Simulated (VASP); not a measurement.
# CaO (Fm-3m) in VASP: notebook

The runs below take CaO through single point, with HSE06, PBE0.

All numbers are computed with VASP 6.6.1; they aren't measurements. Logs are shortened: lines on timing, memory, paths and dates and some standing lists are left out, and cuts for length are marked.

### Step 1. The cell of the first run

The structure is cubic, space group Fm-3m (No. 225). The conventional cell has a = 4.795 Å, b = 4.795 Å, c = 4.795 Å, α = 90.00°, β = 90.00°, γ = 90.00°. Ca (site symmetry m-3m) has 6 O at 2.40 Å within 3.2 Å. Within 3.2 Å of O (site symmetry m-3m) lie 6 Ca at 2.40 Å.

### Step 2. Single point, HSE06

POSCAR reads:

```
CaO
1.0
    0.0000000000      2.3975473907      2.3975473907
    2.3975473907      0.0000000000      2.3975473907
    2.3975473907      2.3975473907      0.0000000000
Ca O
1 1
Direct
    0.0000000000      0.0000000000      0.0000000000
    0.5000000000      0.5000000000      0.5000000000
```

INCAR.step1 reads:

```
PREC = Accurate
ENCUT = 520
EDIFF = 1E-5
ISMEAR = 0
SIGMA = 0.01
LREAL = F
LASPH = T
NELM = 100
ALGO = Normal
ISIF = 2
LWAVE = T
LCHARG = F
NBANDS = 15
GGA = PE
```

INCAR.step2 reads:

```
PREC = Accurate
ENCUT = 520
EDIFF = 1E-6
ISMEAR = 0
SIGMA = 0.01
LREAL = F
LASPH = T
NELM = 100
ALGO = Normal
ISIF = 2
LWAVE = F
LCHARG = F
GGA = PE
LHFCALC = T
HFSCREEN = 0.2079
PRECFOCK = Normal
NBANDS = 15
ISTART = 1
```

KPOINTS reads:

```
regular mesh
0
Gamma
  6 6 6
```

Potentials or basis: VASP PAW PBE potentials, release 64 (Ca_sv, O).

Run with:

```bash
> cat potpaw_PBE.64/Ca_sv/POTCAR potpaw_PBE.64/O/POTCAR > POTCAR
> cp INCAR.step1 INCAR
> mpirun -np 1 vasp_std > vasp.out
> cp INCAR.step2 INCAR
> mpirun -np 1 vasp_std > vasp.out
```

OUTCAR:

```text
PREC = Accurate
   ENCUT = 520
   EDIFF = 1E-6
   ISMEAR = 0
   LREAL = F
   LASPH = T
   NELM = 100
   ISIF = 2
   GGA = PE
   LHFCALC = T
   HFSCREEN = 0.2079
   PRECFOCK = Normal
   ISTART = 1

 ion  position               nearest neighbor table
   1  0.000  0.000  0.000-   2 2.40   2 2.40   2 2.40   2 2.40   2 2.40   2 2.40
   2  0.500  0.500  0.500-   1 2.40   1 2.40   1 2.40   1 2.40   1 2.40   1 2.40

  LATTYP: Found a face centered cubic cell.
 ALAT       =     4.7950947814

  Lattice vectors:

 A1 = (   0.0000000000,   2.3975473907,   2.3975473907)
 A2 = (   2.3975473907,   0.0000000000,   2.3975473907)
 A3 = (   2.3975473907,   2.3975473907,   0.0000000000)

Analysis of symmetry for initial positions (statically):
=====================================================================
 Subroutine PRICEL returns:
 Original cell was already a primitive cell.

 Routine SETGRP: Setting up the symmetry group for a
 face centered cubic supercell.

 Subroutine GETGRP returns: Found 48 space group operations
 (whereof 48 operations were pure point group operations)
 out of a pool of 48 trial point group operations.

The static configuration has the point symmetry O_h .

Analysis of symmetry for dynamics (positions and initial velocities):
=====================================================================
 Subroutine PRICEL returns:
 Original cell was already a primitive cell.

 Routine SETGRP: Setting up the symmetry group for a
 face centered cubic supercell.

 Subroutine GETGRP returns: Found 48 space group operations
 (whereof 48 operations were pure point group operations)
 out of a pool of 48 trial point group operations.

The dynamic configuration has the point symmetry O_h .

 Subroutine INISYM returns: Found 48 space group operations
 (whereof 48 operations are pure point group operations),
 and found     1 'primitive' translations

----------------------------------------------------------------------------------------

                                     Primitive cell

  volume of cell :      27.5633

  direct lattice vectors                    reciprocal lattice vectors
     0.000000000  2.397547391  2.397547391    -0.208546451  0.208546451  0.208546451
     2.397547391  0.000000000  2.397547391     0.208546451 -0.208546451  0.208546451
     2.397547391  2.397547391  0.000000000     0.208546451  0.208546451 -0.208546451

  length of vectors
     3.390644036  3.390644036  3.390644036     0.361213049  0.361213049  0.361213049

  position of ions in fractional coordinates (direct lattice)
     0.000000000  0.000000000  0.000000000
     0.500000000  0.500000000  0.500000000

  ion indices of the primitive-cell ions
   primitive index   ion index
                 1           1
                 2           2

----------------------------------------------------------------------------------------

 KPOINTS: regular mesh

Automatic generation of k-mesh.
 Grid dimensions read from file:
 generate k-points for:    6    6    6

 Generating k-lattice:

  Cartesian coordinates                     Fractional coordinates (reciprocal lattice)
    -0.034757742  0.034757742  0.034757742     0.166666667  0.000000000  0.000000000
     0.034757742 -0.034757742  0.034757742     0.000000000  0.166666667  0.000000000
     0.034757742  0.034757742 -0.034757742     0.000000000  0.000000000  0.166666667

  Length of vectors
     0.060202175  0.060202175  0.060202175

  Shift w.r.t. Gamma in fractional coordinates (k-lattice)
     0.000000000  0.000000000  0.000000000

 Subroutine IBZKPT returns following result:
 ===========================================

 Found     16 irreducible k-points:

 Following reciprocal coordinates:
            Coordinates               Weight
  0.000000  0.000000  0.000000      1.000000
  0.166667  0.000000  0.000000      8.000000
  0.333333  0.000000  0.000000      8.000000
  0.500000  0.000000  0.000000      4.000000
  0.166667  0.166667  0.000000      6.000000
  0.333333  0.166667  0.000000     24.000000
[... 8 lines left out ...]
 -0.333333  0.333333  0.166667     24.000000
 -0.333333  0.500000  0.166667     12.000000
   k-points           NKPTS =     16   k-points in BZ     NKDIM =    216   number of bands    NBANDS=     15
   number of dos      NEDOS =    301   number of ions     NIONS =      2
   total plane-waves  NPLWV =  21952
   dimension x,y,z NGX =    28 NGY =   28 NGZ =   28
   dimension x,y,z NGXF=    56 NGYF=   56 NGZF=   56
   ions per type =               1   1
   NGX,Y,Z   is equivalent  to a cutoff of  13.73, 13.73, 13.73 a.u.
   NGXF,Y,Z  is equivalent  to a cutoff of  27.46, 27.46, 27.46 a.u.
 SYSTEM =  unknown system
   PREC   = accura    normal or accurate (medium, high low for compatibility)
   ISTART =      1    job   : 0-new  1-cont  2-samecut
   ICHARG =      0    charge: 1-file 2-atom 10-const
   ISPIN  =      1    spin polarized calculation?
   LNONCOLLINEAR =      F non collinear calculations
   LSORBIT =      F    spin-orbit coupling
   LASPH  =      T    aspherical Exc in radial PAW
   ENCUT  =  520.0 eV  38.22 Ry    6.18 a.u.   6.30  6.30  6.30*2*pi/ulx,y,z
   NELM   =    100;   NELMIN=  2; NELMDL=  0     # of ELM steps
   EDIFF  = 0.1E-05   stopping-criterion for ELM
   LREAL  =      F    real-space projection
   EDIFFG = 0.1E-04   stopping-criterion for IOM
   NSW    =      0    number of steps for IOM
   IBRION =     -1    ionic relax: 0-MD 1-quasi-New 2-CG
   NFREE  =      0    steps in history (QN), initial steepest desc. (CG)
   ISIF   =      2    stress and relaxation
   ISYM   =      3    0-nonsym 1-usesym 2-fastsym
   POTIM  = 0.5000    time-step for ionic-motion
   TEBEG  =    0.0;   TEEND  =   0.0 temperature during run
   PSTRESS=    0.0 pullay stress
   NELECT =      16.0000    total number of electrons
   NUPDOWN=      -1.0000    fix difference up-down
   EMIN   =  10.00;   EMAX   =-10.00  energy-range for DOS
   EFERMI =   0.00;   METHOD = LEGACY
   ISMEAR =     0;   SIGMA  =   0.01  broadening in eV -4-tet -1-fermi 0-gaus
   EFERMI_NEDOS =   21; number of points for ismear=-14 and -15
   IALGO  =     38    algorithm
   IMIX   =      1    mixing-type and parameters
     AMIX     =   0.40;   BMIX     =  1.00
     AMIX_MAG =   1.60;   BMIX_MAG =  1.00
  volume/ion in A,a.u.               =      13.78        93.00
  Fermi-wavevector in a.u.,A,eV,Ry     =   1.365644  2.580694 25.374656  1.864985
  Thomas-Fermi vector in A             =   2.491855
   LORBIT       =      0    0 simple, 1 ext, 2 COOP (PROOUT), +10 PAW based schemes
   GGA     = PE    functional components
   LHFCALC =     T    Hartree Fock is set to
   PRECFOCK=normal    Normal, Fast or Accurate (Low or Medium for compatibility)
   ENCUT4O =  -1.0   cutoff for four orbital integrals eV
   NKREDX  =     1    reduce k-point grid by
   NKREDY  =     1    reduce k-point grid by
   NKREDZ  =     1    reduce k-point grid by
   AEXX    =    0.2500 exact exchange contribution
   HFSCREEN=    0.2079 screening length (either q_TF or 0.3 A-1)
   HFSCREENC=   0.2079 screening length for correlation (either q_TF or 0.3 A-1)
   ENCUTFOCK=  -1.0 apply spherical cutoff to Coloumb kernel
   IVDW    =     0    specifies the selected vdW correction
   LEPSILON=     F    determine dielectric tensor
   LRPA    =     F    only Hartree local field effects (RPA)
 non-spin polarized calculation
 Gauss-broadening in eV      SIGMA  =   0.01
  energy-cutoff  :      520.00
  volume of cell :       27.56
 maximum number of plane-waves:       754
 NGX is ok and might be reduce to    28
  NGX = 20; NGY = 20; NGZ = 20

 number of electron      15.9999997 magnetization

 Free energy of the ion-electron system (eV)
  ---------------------------------------------------
  ext. energy  EPLUGINS =         0.00000000
  ---------------------------------------------------
  free energy    TOTEN  =       -14.87742879 eV

  energy without entropy =      -14.87742879  energy(sigma->0) =      -14.87742879

 E-fermi :   1.4916     XC(G=0):  -8.6431

 val. band max:        1.3288300983   @ k =   0.0000   0.0000   0.0000
 cond. band min:       6.6234539356   @ k =   0.5000   0.5000   0.0000
 fundamental gap:      5.2946238373
 Fermi energy:         1.4916346525

 k-point     1 :       0.0000    0.0000    0.0000
  band No.  band energies     occupation
      1     -38.8292      2.00000
      2     -18.1135      2.00000
      3     -18.1135      2.00000
      4     -18.1135      2.00000
      5     -15.7250      2.00000
      6       1.3288      2.00000
      7       1.3288      2.00000
      8       1.3288      2.00000
      9       7.6124      0.00000
     10       9.5355      0.00000
     11       9.5355      0.00000
     12       9.5355      0.00000
     13      11.1767      0.00000
     14      11.1767      0.00000
     15      18.0552      0.00000

 k-point     2 :       0.1667    0.0000    0.0000
  band No.  band energies     occupation
      1     -38.8020      2.00000
      2     -18.5509      2.00000
      3     -18.1264      2.00000
      4     -18.1264      2.00000
      5     -15.2614      2.00000
      6       0.4362      2.00000
      7       0.9650      2.00000
      8       0.9650      2.00000
      9       8.7723      0.00000
     10       9.4572      0.00000
     11      10.0461      0.00000
     12      10.0461      0.00000
     13      11.8630      0.00000
     14      11.8630      0.00000
     15      19.1593      0.00000
[... 221 lines left out ...]
      3     -18.4668      2.00000
      4     -18.3250      2.00000
      5     -14.7887      2.00000
      6      -0.5261      2.00000
      7       0.1528      2.00000
      8       0.2441      2.00000
      9       9.7699      0.00000
     10       9.8013      0.00000
     11      12.2361      0.00000
     12      12.8002      0.00000
     13      13.8530      0.00000
     14      16.4473      0.00000
     15      17.2348      0.00000

 k-point    16 :      -0.3333    0.5000    0.1667
  band No.  band energies     occupation
      1     -38.6860      2.00000
      2     -18.6647      2.00000
      3     -18.5771      2.00000
      4     -18.4621      2.00000
      5     -15.0837      2.00000
      6       0.0030      2.00000
      7       0.1661      2.00000
      8       0.4625      2.00000
      9       8.1142      0.00000
     10      11.0638      0.00000
     11      11.8830      0.00000
     12      13.3197      0.00000
     13      13.4068      0.00000
     14      16.4812      0.00000
     15      17.0067      0.00000

------------------------ aborting loop because EDIFF is reached ----------------------------------------

  FORCE on cell =-STRESS in cart. coord.  units (eV):
  Direction    XX          YY          ZZ          XY          YZ          ZX
  --------------------------------------------------------------------------------------
  -------------------------------------------------------------------------------------
  Total        0.1649859      0.1649859      0.1649859      0.0000000      0.0000000      0.0000000
  in kB        9.5901595      9.5901595      9.5901595      0.0000000      0.0000000      0.0000000
  external PRESSURE =       9.5901595 kB  Pullay stress =       0.0000000 kB

 VOLUME and BASIS-vectors are now :
 -----------------------------------------------------------------------------
  energy-cutoff  :      520.00
  volume of cell :       27.56
      direct lattice vectors                 reciprocal lattice vectors
     0.000000000  2.397547391  2.397547391    -0.208546451  0.208546451  0.208546451
     2.397547391  0.000000000  2.397547391     0.208546451 -0.208546451  0.208546451
     2.397547391  2.397547391  0.000000000     0.208546451  0.208546451 -0.208546451

 POSITION                                       TOTAL-FORCE (eV/Angst)
 -----------------------------------------------------------------------------------
      0.00000      0.00000      0.00000        -0.000000     -0.000000      0.000000
      2.39755      2.39755      2.39755         0.000000      0.000000      0.000000
 -----------------------------------------------------------------------------------
    total drift:                                0.000000      0.000000      0.000000

  FREE ENERGIE OF THE ION-ELECTRON SYSTEM (eV)
  ---------------------------------------------------
  free  energy   TOTEN  =       -14.8774287943 eV

  energy  without entropy=      -14.8774287943  energy(sigma->0) =      -14.87742879
```

Run time: 23 min. Hardware: 1 thread of Intel Xeon Platinum 8488C (Sapphire Rapids), shared host; peak memory 0.26 GiB.

What came out:

| Quantity | Value |
| --- | --- |
| Free energy | -14.8774 eV |
| Pressure | 1.0 GPa |
| Band gap on the k mesh | 5.29 eV (least direct gap 5.72 eV) |

Levels at points of the mesh, in eV from the valence-band top:
```tsv
k point	band 4	band 5	band 6	band 7	band 8	band 9	band 10	band 11	band 12	band 13
(0.00, 0.00, 0.00)	-19.44	-17.05	0.00	0.00	0.00	6.28	8.21	8.21	8.21	9.85
(0.50, 0.00, 0.00)	-19.49	-15.61	-2.83	-1.28	-1.28	9.08	10.12	10.64	10.64	12.91
(0.50, 0.50, 0.00)	-19.69	-16.79	-1.44	-0.42	-0.42	5.29	10.20	11.18	11.99	11.99
```

Caveat: the PAW data sets were made with another functional, which shifts forces and pressure a little. A k mesh can miss the band edges.

### Step 3. Single point, PBE0

POSCAR is that of step 2.

INCAR.step1 reads:

```
SYSTEM = CaO
PREC = Accurate
ENCUT = 520
EDIFF = 1E-5
ISMEAR = 0
SIGMA = 0.01
LREAL = .False.
LASPH = .True.
NELM = 100
ALGO = Normal
ISIF = 2
LWAVE = .True.
LCHARG = .False.
NBANDS = 15
GGA = PE
```

INCAR.step2 reads:

```
SYSTEM = CaO
PREC = Accurate
ENCUT = 520
EDIFF = 1E-7
ISMEAR = 0
SIGMA = 0.01
LREAL = .False.
LASPH = .True.
NELM = 100
ALGO = Normal
ISIF = 2
LWAVE = .False.
LCHARG = .False.
GGA = PE
LHFCALC = .True.
AEXX = 0.25
PRECFOCK = Normal
NBANDS = 15
ISTART = 1
```

KPOINTS reads:

```
Automatic mesh
0
Gamma
  6 6 6
  0 0 0
```

Potentials or basis: VASP PAW PBE potentials, release 64 (Ca_sv, O).

Run with:

```bash
> cat potpaw_PBE.64/Ca_sv/POTCAR potpaw_PBE.64/O/POTCAR > POTCAR
> cp INCAR.step1 INCAR
> mpirun -np 1 vasp_std > vasp.out
> cp INCAR.step2 INCAR
> mpirun -np 1 vasp_std > vasp.out
```

OUTCAR:

```text
SYSTEM = CaO
   PREC = Accurate
   ENCUT = 520
   EDIFF = 1E-7
   ISMEAR = 0
   LREAL = .False.
   LASPH = .True.
   NELM = 100
   ISIF = 2
   GGA = PE
   LHFCALC = .True.
   AEXX = 0.25
   PRECFOCK = Normal
   ISTART = 1

 ion  position               nearest neighbor table
   1  0.000  0.000  0.000-   2 2.40   2 2.40   2 2.40   2 2.40   2 2.40   2 2.40
   2  0.500  0.500  0.500-   1 2.40   1 2.40   1 2.40   1 2.40   1 2.40   1 2.40

  LATTYP: Found a face centered cubic cell.
 ALAT       =     4.7950947814

[... 475 lines left out ...]
------------------------ aborting loop because EDIFF is reached ----------------------------------------

  FORCE on cell =-STRESS in cart. coord.  units (eV):
  Direction    XX          YY          ZZ          XY          YZ          ZX
  --------------------------------------------------------------------------------------
  -------------------------------------------------------------------------------------
  Total        0.1415425      0.1415425      0.1415425      0.0000000     -0.0000000      0.0000000
  in kB        8.2274629      8.2274629      8.2274629      0.0000000     -0.0000000      0.0000000
  external PRESSURE =       8.2274629 kB  Pullay stress =       0.0000000 kB

 VOLUME and BASIS-vectors are now :
 -----------------------------------------------------------------------------
  energy-cutoff  :      520.00
  volume of cell :       27.56
      direct lattice vectors                 reciprocal lattice vectors
     0.000000000  2.397547391  2.397547391    -0.208546451  0.208546451  0.208546451
     2.397547391  0.000000000  2.397547391     0.208546451 -0.208546451  0.208546451
     2.397547391  2.397547391  0.000000000     0.208546451  0.208546451 -0.208546451

 POSITION                                       TOTAL-FORCE (eV/Angst)
 -----------------------------------------------------------------------------------
      0.00000      0.00000      0.00000        -0.000000      0.000000      0.000000
      2.39755      2.39755      2.39755         0.000000      0.000000      0.000000
 -----------------------------------------------------------------------------------
    total drift:                                0.000000      0.000000      0.000000

  FREE ENERGIE OF THE ION-ELECTRON SYSTEM (eV)
  ---------------------------------------------------
  free  energy   TOTEN  =       -15.4602497378 eV

  energy  without entropy=      -15.4602497378  energy(sigma->0) =      -15.46024974
```

OUTCAR.step1:

```text
SYSTEM = CaO
   PREC = Accurate
   ENCUT = 520
   EDIFF = 1E-5
   ISMEAR = 0
   LREAL = .False.
   LASPH = .True.
[... 499 lines left out ...]
      0.00000      0.00000      0.00000         0.000000      0.000000      0.000000
      2.39755      2.39755      2.39755        -0.000000     -0.000000     -0.000000
 -----------------------------------------------------------------------------------
    total drift:                                0.000000      0.000000      0.000000

  FREE ENERGIE OF THE ION-ELECTRON SYSTEM (eV)
  ---------------------------------------------------
  free  energy   TOTEN  =       -12.7976341613 eV

  energy  without entropy=      -12.7976341613  energy(sigma->0) =      -12.79763416
```

OSZICAR.step1:

```text
N       E                     dE             d eps       ncg     rms          rms(c)
DAV:   1     0.126531582099E+03    0.12653E+03   -0.85461E+03   480   0.111E+03
DAV:   2    -0.935957663936E+01   -0.13589E+03   -0.12622E+03   592   0.295E+02
DAV:   3    -0.143575905873E+02   -0.49980E+01   -0.49480E+01   571   0.585E+01
DAV:   4    -0.145081939563E+02   -0.15060E+00   -0.15041E+00   682   0.884E+00
DAV:   5    -0.145104107588E+02   -0.22168E-02   -0.22168E-02   573   0.943E-01    0.856E+00
DAV:   6    -0.128713101667E+02    0.16391E+01   -0.50614E+00   530   0.220E+01    0.356E+00
DAV:   7    -0.128010333384E+02    0.70277E-01   -0.41250E-01   544   0.660E+00    0.180E+00
DAV:   8    -0.127985993122E+02    0.24340E-02   -0.75227E-02   613   0.295E+00    0.424E-01
DAV:   9    -0.127970068207E+02    0.15925E-02   -0.48482E-03   487   0.580E-01    0.109E-01
DAV:  10    -0.127976594777E+02   -0.65266E-03   -0.74489E-04   572   0.247E-01    0.414E-02
DAV:  11    -0.127976347224E+02    0.24755E-04   -0.54899E-05   578   0.861E-02    0.771E-03
DAV:  12    -0.127976341613E+02    0.56104E-06   -0.71679E-06   441   0.251E-02
   1 F= -.12797634E+02 E0= -.12797634E+02  d E =-.748110-134
```

Run time: 21 min. Hardware: 1 thread of Intel Xeon Platinum 8488C (Sapphire Rapids), shared host; peak memory 0.18 GiB.

What came out:

| Quantity | Value |
| --- | --- |
| Free energy | -15.4602 eV |
| Pressure | 0.8 GPa |
| Band gap on the k mesh | 6.05 eV (least direct gap 6.48 eV) |

Caveat: the PAW data sets were made with another functional, which shifts forces and pressure a little.
